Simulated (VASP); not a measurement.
# C (Pm-3m) in VASP: a series of runs

Runs on C. Level: PBE. Tasks: single point, relaxation of cell and atoms.

Everything below comes from runs of VASP 6.6.1. Logs are shortened: lines on timing, memory, paths and dates and some standing lists are left out, and cuts for length are marked.

## 1. The cell of the first run

The structure is cubic, space group Pm-3m (No. 221). The conventional cell has a = 2.610 Å, b = 2.610 Å, c = 2.610 Å, α = 90.00°, β = 90.00°, γ = 90.00°. Within 2.4 Å of C (site symmetry 4/mmm) lie 8 C at 1.85 Å.

## 2. Single point, PBE

Contents of INCAR:

```
SYSTEM = C
  PREC = Accurate
  ENCUT = 520
  EDIFF = 1E-6
  ISMEAR = 0
  SIGMA = 0.1
  LREAL = .FALSE.
  LASPH = .TRUE.
  NELM = 100
  ALGO = Normal
  ISIF = 2
  LWAVE = .FALSE.
  LCHARG = .FALSE.
  GGA = PE
  NBANDS = 13
```

Contents of KPOINTS:

```
regular mesh
0
G
  6 6 6
  0 0 0
```

Contents of POSCAR:

```
C
1.0
    2.6103571100      0.0000000000      0.0000000000
    0.0000000000      2.6103571100      0.0000000000
    0.0000000000      0.0000000000      2.6103571100
C
3
Direct
    0.5000000000      0.0000000000      0.0000000000
    0.0000000000      0.5000000000      0.0000000000
    0.0000000000      0.0000000000      0.5000000000
```

Potentials or basis: VASP PAW PBE potentials, release 64 (C).

Started as:

```
$ cat potpaw_PBE.64/C/POTCAR > POTCAR
$ mpirun -np 1 vasp_std > vasp.out
```

OUTCAR:

```text
SYSTEM = C
   PREC = Accurate
   ENCUT = 520
   EDIFF = 1E-6
   ISMEAR = 0
   LREAL = .FALSE.
   LASPH = .TRUE.
   NELM = 100
   ISIF = 2
   GGA = PE

 ion  position               nearest neighbor table
   1  0.500  0.000  0.000-   2 1.85   3 1.85   3 1.85   2 1.85   2 1.85   3 1.85   3 1.85   2 1.85

   2  0.000  0.500  0.000-   1 1.85   3 1.85   3 1.85   1 1.85   3 1.85   3 1.85   1 1.85   1 1.85

   3  0.000  0.000  0.500-   1 1.85   2 1.85   1 1.85   2 1.85   2 1.85   2 1.85   1 1.85   1 1.85

  LATTYP: Found a simple cubic cell.
 ALAT       =     2.6103571100

  Lattice vectors:

 A1 = (   2.6103571100,   0.0000000000,   0.0000000000)
 A2 = (   0.0000000000,   2.6103571100,   0.0000000000)
 A3 = (   0.0000000000,   0.0000000000,   2.6103571100)

Analysis of symmetry for initial positions (statically):
=====================================================================
 Subroutine PRICEL returns:
 Original cell was already a primitive cell.

 Routine SETGRP: Setting up the symmetry group for a
 simple cubic supercell.

 Subroutine GETGRP returns: Found 48 space group operations
 (whereof 48 operations were pure point group operations)
 out of a pool of 48 trial point group operations.

The static configuration has the point symmetry O_h .

Analysis of symmetry for dynamics (positions and initial velocities):
=====================================================================
 Subroutine PRICEL returns:
 Original cell was already a primitive cell.

 Routine SETGRP: Setting up the symmetry group for a
 simple cubic supercell.

 Subroutine GETGRP returns: Found 48 space group operations
 (whereof 48 operations were pure point group operations)
 out of a pool of 48 trial point group operations.

The dynamic configuration has the point symmetry O_h .

 Subroutine INISYM returns: Found 48 space group operations
 (whereof 48 operations are pure point group operations),
 and found     1 'primitive' translations

----------------------------------------------------------------------------------------

                                     Primitive cell

  volume of cell :      17.7869

  direct lattice vectors                    reciprocal lattice vectors
     2.610357110  0.000000000  0.000000000     0.383089347  0.000000000  0.000000000
     0.000000000  2.610357110  0.000000000     0.000000000  0.383089347  0.000000000
     0.000000000  0.000000000  2.610357110     0.000000000  0.000000000  0.383089347

  length of vectors
     2.610357110  2.610357110  2.610357110     0.383089347  0.383089347  0.383089347

  position of ions in fractional coordinates (direct lattice)
     0.500000000  0.000000000  0.000000000
     0.000000000  0.500000000  0.000000000
     0.000000000  0.000000000  0.500000000

  ion indices of the primitive-cell ions
   primitive index   ion index
                 1           1
                 2           2
                 3           3

----------------------------------------------------------------------------------------

 KPOINTS: regular mesh

Automatic generation of k-mesh.
 Grid dimensions read from file:
 generate k-points for:    6    6    6

 Generating k-lattice:

  Cartesian coordinates                     Fractional coordinates (reciprocal lattice)
     0.063848224  0.000000000  0.000000000     0.166666667  0.000000000  0.000000000
     0.000000000  0.063848224  0.000000000     0.000000000  0.166666667  0.000000000
     0.000000000  0.000000000  0.063848224     0.000000000  0.000000000  0.166666667

  Length of vectors
     0.063848224  0.063848224  0.063848224

  Shift w.r.t. Gamma in fractional coordinates (k-lattice)
     0.000000000  0.000000000  0.000000000

 Subroutine IBZKPT returns following result:
 ===========================================

 Found     20 irreducible k-points:

 Following reciprocal coordinates:
            Coordinates               Weight
  0.000000  0.000000  0.000000      1.000000
  0.166667  0.000000  0.000000      6.000000
  0.333333  0.000000  0.000000      6.000000
  0.500000  0.000000  0.000000      3.000000
  0.166667  0.166667  0.000000     12.000000
  0.333333  0.166667  0.000000     24.000000
[... 12 lines left out ...]
  0.500000  0.500000  0.333333      6.000000
  0.500000  0.500000  0.500000      1.000000
   k-points           NKPTS =     20   k-points in BZ     NKDIM =     20   number of bands    NBANDS=     13
   number of dos      NEDOS =    301   number of ions     NIONS =      3
   total plane-waves  NPLWV =   8000
   dimension x,y,z NGX =    20 NGY =   20 NGZ =   20
   dimension x,y,z NGXF=    40 NGYF=   40 NGZF=   40
   ions per type =               3
   NGX,Y,Z   is equivalent  to a cutoff of  12.74, 12.74, 12.74 a.u.
   NGXF,Y,Z  is equivalent  to a cutoff of  25.47, 25.47, 25.47 a.u.
 SYSTEM =  C
   PREC   = accura    normal or accurate (medium, high low for compatibility)
   ISTART =      0    job   : 0-new  1-cont  2-samecut
   ICHARG =      2    charge: 1-file 2-atom 10-const
   ISPIN  =      1    spin polarized calculation?
   LNONCOLLINEAR =      F non collinear calculations
   LSORBIT =      F    spin-orbit coupling
   LASPH  =      T    aspherical Exc in radial PAW
   ENCUT  =  520.0 eV  38.22 Ry    6.18 a.u.   4.85  4.85  4.85*2*pi/ulx,y,z
   NELM   =    100;   NELMIN=  2; NELMDL= -5     # of ELM steps
   EDIFF  = 0.1E-05   stopping-criterion for ELM
   LREAL  =      F    real-space projection
   EDIFFG = 0.1E-04   stopping-criterion for IOM
   NSW    =      0    number of steps for IOM
   IBRION =     -1    ionic relax: 0-MD 1-quasi-New 2-CG
   NFREE  =      0    steps in history (QN), initial steepest desc. (CG)
   ISIF   =      2    stress and relaxation
   ISYM   =      2    0-nonsym 1-usesym 2-fastsym
   POTIM  = 0.5000    time-step for ionic-motion
   TEBEG  =    0.0;   TEEND  =   0.0 temperature during run
   PSTRESS=    0.0 pullay stress
   NELECT =      12.0000    total number of electrons
   NUPDOWN=      -1.0000    fix difference up-down
   EMIN   =  10.00;   EMAX   =-10.00  energy-range for DOS
   EFERMI =   0.00;   METHOD = LEGACY
   ISMEAR =     0;   SIGMA  =   0.10  broadening in eV -4-tet -1-fermi 0-gaus
   EFERMI_NEDOS =   21; number of points for ismear=-14 and -15
   IALGO  =     38    algorithm
   IMIX   =      4    mixing-type and parameters
     AMIX     =   0.40;   BMIX     =  1.00
     AMIX_MAG =   1.60;   BMIX_MAG =  1.00
  volume/ion in A,a.u.               =       5.93        40.01
  Fermi-wavevector in a.u.,A,eV,Ry     =   1.435827  2.713319 28.049743  2.061598
  Thomas-Fermi vector in A             =   2.555082
   LORBIT       =      0    0 simple, 1 ext, 2 COOP (PROOUT), +10 PAW based schemes
   GGA     = PE    functional components
   LHFCALC =     F    Hartree Fock is set to
   AEXX    =    0.0000 exact exchange contribution
   IVDW    =     0    specifies the selected vdW correction
   LEPSILON=     F    determine dielectric tensor
   LRPA    =     F    only Hartree local field effects (RPA)
 non-spin polarized calculation
 Gauss-broadening in eV      SIGMA  =   0.10
  energy-cutoff  :      520.00
  volume of cell :       17.79
 maximum number of plane-waves:       500
 NGX is ok and might be reduce to    20
   NGX =  9   NGY =  9   NGZ =  9

 number of electron      11.9999999 magnetization

 Free energy of the ion-electron system (eV)
  ---------------------------------------------------
  ext. energy  EPLUGINS =         0.00000000
  ---------------------------------------------------
  free energy    TOTEN  =       -16.73083059 eV

  energy without entropy =      -16.72232828  energy(sigma->0) =      -16.72657944

 E-fermi :  11.0287     XC(G=0): -13.4096

 val. band max:       11.0159847477   @ k =   0.3333   0.1667   0.0000
 cond. band min:      11.0911259147   @ k =   0.5000   0.0000   0.0000
 fundamental gap:      0.0751411670
 Fermi energy:        11.0287496833

 k-point     1 :       0.0000    0.0000    0.0000
  band No.  band energies     occupation
      1     -11.8643      2.00000
      2       3.0356      2.00000
      3       3.0356      2.00000
      4       3.0356      2.00000
      5       8.2023      2.00000
      6       8.2023      2.00000
      7      15.4264      0.00000
      8      15.4264      0.00000
      9      15.4264      0.00000
     10      16.7076      0.00000
     11      20.3287      0.00000
     12      20.3287      0.00000
     13      20.3287      0.00000

 k-point     2 :       0.1667    0.0000    0.0000
  band No.  band energies     occupation
      1     -11.3906      2.00000
      2       0.2615      2.00000
      3       3.5020      2.00000
      4       3.5020      2.00000
      5       8.5203      2.00000
      6      10.3219      2.00000
      7      14.4945      0.00000
      8      14.4945      0.00000
      9      14.6235      0.00000
     10      18.4225      0.00000
     11      19.5312      0.00000
     12      19.5312      0.00000
     13      19.7699      0.00000

 k-point     3 :       0.3333    0.0000    0.0000
  band No.  band energies     occupation
      1     -10.0304      2.00000
      2      -3.5735      2.00000
      3       4.7650      2.00000
      4       4.7650      2.00000
      5       9.4583      2.00000
      6      11.9769      0.00000
      7      11.9769      0.00000
      8      12.4083      0.00000
      9      12.8394      0.00000
     10      18.1542      0.00000
     11      19.0569      0.00000
     12      19.0569      0.00000
     13      23.4270      0.00000
[... 241 lines left out ...]
 k-point    19 :       0.5000    0.5000    0.3333
  band No.  band energies     occupation
      1      -3.9423      2.00000
      2      -0.8312      2.00000
      3      -0.8312      2.00000
      4       1.3980      2.00000
      5       3.1174      2.00000
      6       4.7049      2.00000
      7       4.7049      2.00000
      8      17.1528      0.00000
      9      20.0776      0.00000
     10      21.1207      0.00000
     11      21.1207      0.00000
     12      21.3329      0.00000
     13      22.1172      0.00000

 k-point    20 :       0.5000    0.5000    0.5000
  band No.  band energies     occupation
      1      -2.9450      2.00000
      2       1.2591      2.00000
      3       1.2591      2.00000
      4       1.2591      2.00000
      5       1.7869      2.00000
      6       1.7869      2.00000
      7       1.7869      2.00000
      8      15.6454      0.00000
      9      21.4404      0.00000
     10      21.4404      0.00000
     11      22.1764      0.00000
     12      22.1764      0.00000
     13      22.1764      0.00000

------------------------ aborting loop because EDIFF is reached ----------------------------------------

  FORCE on cell =-STRESS in cart. coord.  units (eV):
  Direction    XX          YY          ZZ          XY          YZ          ZX
  --------------------------------------------------------------------------------------
  -------------------------------------------------------------------------------------
  Total        0.9328858      0.9328858      0.9328858      0.0000000     -0.0000000     -0.0000000
  in kB       84.0309487     84.0309487     84.0309487      0.0000000     -0.0000000     -0.0000000
  external PRESSURE =      84.0309487 kB  Pullay stress =       0.0000000 kB

 VOLUME and BASIS-vectors are now :
 -----------------------------------------------------------------------------
  energy-cutoff  :      520.00
  volume of cell :       17.79
      direct lattice vectors                 reciprocal lattice vectors
     2.610357110  0.000000000  0.000000000     0.383089347  0.000000000  0.000000000
     0.000000000  2.610357110  0.000000000     0.000000000  0.383089347  0.000000000
     0.000000000  0.000000000  2.610357110     0.000000000  0.000000000  0.383089347

 POSITION                                       TOTAL-FORCE (eV/Angst)
 -----------------------------------------------------------------------------------
      1.30518      0.00000      0.00000         0.000000      0.000000      0.000000
      0.00000      1.30518      0.00000         0.000000      0.000000      0.000000
      0.00000      0.00000      1.30518         0.000000      0.000000      0.000000
 -----------------------------------------------------------------------------------
    total drift:                                0.000000      0.000000     -0.000000

  FREE ENERGIE OF THE ION-ELECTRON SYSTEM (eV)
  ---------------------------------------------------
  free  energy   TOTEN  =       -16.7308305936 eV

  energy  without entropy=      -16.7223282831  energy(sigma->0) =      -16.72657944
```

Wall time 3 s (1 thread of Intel Xeon Platinum 8488C (Sapphire Rapids), shared host); peak memory 0.12 GiB.

What came out:

```yaml
Free_energy: -16.7308 eV
Pressure: 8.4 GPa
Band_gap_on_the_k_mesh: zero (band 6 reaches 12.01 eV, above the bottom of band 7 at 1.79 eV)
```

Levels at points of the mesh, in eV from the Fermi level:
| k point | band 4 | band 5 | band 6 | band 7 | band 8 | band 9 |
| --- | --- | --- | --- | --- | --- | --- |
| (0.00, 0.00, 0.00) | -7.99 | -2.83 | -2.83 | 4.40 | 4.40 | 4.40 |
| (0.50, 0.00, 0.00) | -5.22 | -0.73 | -0.73 | -0.20 | 0.06 | 2.29 |
| (0.50, 0.50, 0.00) | -10.59 | -1.21 | 0.15 | 0.15 | 2.41 | 4.65 |
| (0.50, 0.50, 0.50) | -9.77 | -9.24 | -9.24 | -9.24 | 4.62 | 10.41 |

Caveat: the k points lie up to 0.40 Å⁻¹ apart.

## 3. Single point, PBE

This run uses another cell than the first one, of 6.26 Å³/atom, 1.056 times its volume.

Contents of INCAR:

```
  PREC = Accurate
  ENCUT = 520
  EDIFF = 1E-6
  ISMEAR = 0
  SIGMA = 0.1
  LREAL = False
  LASPH = True
  NELM = 60
  ALGO = Normal
  ISIF = 2
  LWAVE = False
  LCHARG = False
  GGA = PE
  NBANDS = 13
```

Contents of KPOINTS:

```
regular mesh
0
Gamma
  6 6 6
```

Contents of POSCAR:

```
C
1.0
    2.6584642190      0.0000000000      0.0000000000
    0.0000000000      2.6584642190      0.0000000000
    0.0000000000      0.0000000000      2.6584642190
C
3
Direct
    0.5000000000      0.0000000000      0.0000000000
    0.0000000000      0.5000000000      0.0000000000
    0.0000000000      0.0000000000      0.5000000000
```

Potentials or basis: VASP PAW PBE potentials, release 64 (C).

Started as:

```
$ cat potpaw_PBE.64/C/POTCAR > POTCAR
$ mpirun -np 1 vasp_std > vasp.out
```

OUTCAR:

```text
PREC = Accurate
   ENCUT = 520
   EDIFF = 1E-6
   ISMEAR = 0
   LREAL = False
   LASPH = True
   NELM = 60
   ISIF = 2
   GGA = PE

 ion  position               nearest neighbor table
   1  0.500  0.000  0.000-   2 1.88   3 1.88   3 1.88   2 1.88   2 1.88   3 1.88   3 1.88   2 1.88

   2  0.000  0.500  0.000-   1 1.88   3 1.88   3 1.88   1 1.88   3 1.88   3 1.88   1 1.88   1 1.88

   3  0.000  0.000  0.500-   1 1.88   2 1.88   1 1.88   2 1.88   2 1.88   2 1.88   1 1.88   1 1.88

  LATTYP: Found a simple cubic cell.
 ALAT       =     2.6584642190

  Lattice vectors:

 A1 = (   2.6584642190,   0.0000000000,   0.0000000000)
 A2 = (   0.0000000000,   2.6584642190,   0.0000000000)
 A3 = (   0.0000000000,   0.0000000000,   2.6584642190)

Analysis of symmetry for initial positions (statically):
=====================================================================
 Subroutine PRICEL returns:
 Original cell was already a primitive cell.

 Routine SETGRP: Setting up the symmetry group for a
 simple cubic supercell.

[... 177 lines left out ...]
      5       7.1126      2.00000
      6       7.1126      2.00000
      7      14.3661      0.00000
      8      14.3661      0.00000
      9      14.3661      0.00000
     10      16.0663      0.00000
     11      19.0371      0.00000
     12      19.0371      0.00000
     13      19.0371      0.00000
[... 290 lines left out ...]
  band No.  band energies     occupation
      1      -3.0740      2.00000
      2       0.5361      2.00000
      3       0.5361      2.00000
      4       0.5361      2.00000
      5       1.4551      2.00000
      6       1.4551      2.00000
      7       1.4551      2.00000
      8      15.0673      0.00000
      9      20.0445      0.00000
     10      20.0445      0.00000
     11      20.7263      0.00000
     12      20.7263      0.00000
     13      20.7263      0.00000

------------------------ aborting loop because EDIFF is reached ----------------------------------------

  FORCE on cell =-STRESS in cart. coord.  units (eV):
  Direction    XX          YY          ZZ          XY          YZ          ZX
  --------------------------------------------------------------------------------------
  -------------------------------------------------------------------------------------
  Total       -0.0170475     -0.0170475     -0.0170475      0.0000000      0.0000000      0.0000000
  in kB       -1.4537105     -1.4537105     -1.4537105      0.0000000      0.0000000      0.0000000
  external PRESSURE =      -1.4537105 kB  Pullay stress =       0.0000000 kB

 VOLUME and BASIS-vectors are now :
 -----------------------------------------------------------------------------
  energy-cutoff  :      520.00
  volume of cell :       18.79
      direct lattice vectors                 reciprocal lattice vectors
     2.658464219  0.000000000  0.000000000     0.376157028  0.000000000  0.000000000
     0.000000000  2.658464219  0.000000000     0.000000000  0.376157028  0.000000000
     0.000000000  0.000000000  2.658464219     0.000000000  0.000000000  0.376157028

 POSITION                                       TOTAL-FORCE (eV/Angst)
 -----------------------------------------------------------------------------------
      1.32923      0.00000      0.00000         0.000000      0.000000      0.000000
      0.00000      1.32923      0.00000         0.000000      0.000000      0.000000
      0.00000      0.00000      1.32923         0.000000      0.000000      0.000000
 -----------------------------------------------------------------------------------
    total drift:                                0.000000      0.000000     -0.000000

  FREE ENERGIE OF THE ION-ELECTRON SYSTEM (eV)
  ---------------------------------------------------
  free  energy   TOTEN  =       -16.7644284704 eV

  energy  without entropy=      -16.7609980657  energy(sigma->0) =      -16.76271327
```

OSZICAR:

```text
N       E                     dE             d eps       ncg     rms          rms(c)
DAV:   1     0.145777742886E+02    0.14578E+02   -0.64381E+03   528   0.884E+02
DAV:   2    -0.157925364346E+02   -0.30370E+02   -0.28595E+02   705   0.148E+02
DAV:   3    -0.167673774003E+02   -0.97484E+00   -0.96887E+00   530   0.219E+01
DAV:   4    -0.167700780346E+02   -0.27006E-02   -0.27005E-02   560   0.147E+00
DAV:   5    -0.167700855078E+02   -0.74731E-05   -0.74721E-05   535   0.688E-02    0.283E+00
DAV:   6    -0.167587041393E+02    0.11381E-01   -0.14709E-02   530   0.822E-01    0.174E+00
DAV:   7    -0.167639665295E+02   -0.52624E-02   -0.26112E-02   530   0.115E+00    0.144E-01
DAV:   8    -0.167643984518E+02   -0.43192E-03   -0.10605E-03   520   0.241E-01    0.510E-02
DAV:   9    -0.167644212332E+02   -0.22781E-04   -0.43235E-05   545   0.523E-02    0.119E-02
DAV:  10    -0.167644281608E+02   -0.69277E-05   -0.77836E-06   515   0.209E-02    0.227E-03
DAV:  11    -0.167644284704E+02   -0.30952E-06   -0.73216E-07   417   0.687E-03
   1 F= -.16764428E+02 E0= -.16762713E+02  d E =-.343040E-02
```

Run time: 2.9 s. Hardware: 1 thread of Intel Xeon Platinum 8488C (Sapphire Rapids), shared host; peak memory 0.11 GiB.

What came out:

```yaml
Free_energy: -16.7644 eV
Pressure: -0.1 GPa
Band_gap_on_the_k_mesh: zero (band 6 reaches 11.15 eV, above the bottom of band 7 at 1.46 eV)
```

Caveat: the k points lie up to 0.39 Å⁻¹ apart.

(Continued in part 2 of 2.)
